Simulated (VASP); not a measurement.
MgO:

```xyz
2
Lattice="0.0000 2.2820 2.2820 2.2820 0.0000 2.2820 2.2820 2.2820 0.0000" Properties=species:S:1:pos:R:3 pbc="T T T"
Mg    0.0000    0.0000    0.0000
O     1.1410    1.1410    1.1410
```

Program: VASP 6.6.1. Alike in all runs: task single point; potentials or basis VASP PAW PBE potentials, release 64 (Mg, O); no spin polarisation; cell as given; k mesh 6 × 6 × 6; cutoff (eV) 520; smearing gaussian 0.01 eV.

Order these runs on this cell by their band gap on the k mesh, lowest first.
A. level PBE0; grid for exact exchange (PRECFOCK) Normal; share of exact exchange 0.25
B. level PBE
C. level HSE06; grid for exact exchange (PRECFOCK) Normal; share of exact exchange 0.25; screening parameter 0.2079 1/Å
D. level r2SCAN

B (3.64 eV), D (4.32 eV), C (5.24 eV), A (5.97 eV).
